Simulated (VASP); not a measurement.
Set up this calculation in VASP 6.6.1, as the native input.

* Task: single point
* Functional: PBE
* Potentials or basis: VASP PAW PBE potentials, release 64 (W_sv, Cl)
* Cutoff: 520 eV
* k mesh: 5 × 5 × 1
* Occupations: gaussian, width 0.1 eV
* Spin: no spin polarisation
* Dipole correction: yes
* Further INCAR settings: ALGO = Normal; EDIFF = 1e-06; NBANDS = 100

The structure of W12Cl lies in POSCAR:

```
W12Cl
1.0
    5.5143287209      0.0000000000      0.0000000000
   -1.8381095736      5.1989589763      0.0000000000
    0.0000000000      0.0000000000     19.8562160851
W Cl
12 1
Direct
    0.2500000000      0.2500000000      0.2014482509
    0.2500000000      0.7500000000      0.2014482509
    0.7500000000      0.2500000000      0.2014482509
    0.7500000000      0.7500000000      0.2014482509
    0.0000000000      0.0000000000      0.3111437105
    0.0000000000      0.5000000000      0.3111437105
    0.5000000000      0.0000000000      0.3111437105
    0.5000000000      0.5000000000      0.3111437105
    0.2500000000      0.2500000000      0.4208362786
    0.2500000000      0.7500000000      0.4208362786
    0.7500000000      0.2500000000      0.4208362786
    0.7500000000      0.7500000000      0.4208362786
    0.4166666667      0.5833333333      0.5188658107
```

One way to write it, as run:

INCAR

```
PREC = Accurate
ENCUT = 520
EDIFF = 1E-6
ISMEAR = 0
SIGMA = 0.1
LREAL = F
LASPH = T
NELM = 60
ALGO = Normal
ISIF = 2
LWAVE = F
LCHARG = F
LDIPOL = T
IDIPOL = 3
DIPOL = 0.5 0.5 0.327
GGA = PE
NBANDS = 100
```

KPOINTS

```
Automatic mesh
0
Gamma
  5 5 1
```

Potentials or basis: VASP PAW PBE potentials, release 64 (W_sv, Cl).

Launch:

```sh
$ cat potpaw_PBE.64/W_sv/POTCAR potpaw_PBE.64/Cl/POTCAR > POTCAR
$ mpirun -np 1 vasp_std > vasp.out
```

Results of the run:

```
Largest force          : 1.122 eV/Å
Band gap on the k mesh : zero (an odd number of electrons rules out a gap without spin polarisation)
```

Caveat: spin-orbit coupling is left out, which moves the levels of the heavy elements; an odd number of electrons without spin polarisation forces a metal; a magnetic or distorted state may lie lower.

It took 15 min on 1 thread of Intel(R) Xeon(R) 6975P-C (Granite Rapids) (shared host), peak memory 0.76 GiB.
